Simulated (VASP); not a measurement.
Input of a VASP 6.6.1 run:

File INCAR:

```
SYSTEM = Rh
PREC = Accurate
ENCUT = 500
EDIFF = 1E-6
ISMEAR = -1
SIGMA = 0.1
LREAL = .FALSE.
LASPH = .TRUE.
NELM = 200
ALGO = Normal
ISIF = 2
LWAVE = .FALSE.
LCHARG = .FALSE.
ISPIN = 2
MAGMOM = 0.5 -0.5
LORBIT = 11
NUPDOWN = 0.0
LMAXMIX = 4
GGA = PE
NBANDS = 26
GGA_COMPAT = .FALSE.
```

The input KPOINTS:

```
regular mesh
0
G
  2 2 1
  0 0 0
```

Contents of POSCAR:

```
Rh
1.0
    2.7936763274      0.0000000000      0.0000000000
   -1.3968381637      2.4193946695      0.0000000000
    0.0000000000      0.0000000000      4.4698821239
Rh
2
Direct
    0.3333333333      0.6666666667      0.2500000000
    0.6666666667      0.3333333333      0.7500000000
```

Potentials or basis: VASP PAW PBE potentials, release 64 (Rh_pv).

Launch:

```bash
$ cat potpaw_PBE.64/Rh_pv/POTCAR > POTCAR
$ mpirun -np 1 vasp_std > vasp.out
```

Question: What does it give for the pressure?

Answer: 2.2 GPa.

Stress tensor (GPa, compression positive):
```
 10.08   0.00   0.00
  0.00  10.08   0.00
  0.00   0.00 -13.45
```

Caveat: the k points lie up to 1.41 Å⁻¹ apart; the total moment is fixed, so each spin has its own Fermi level.
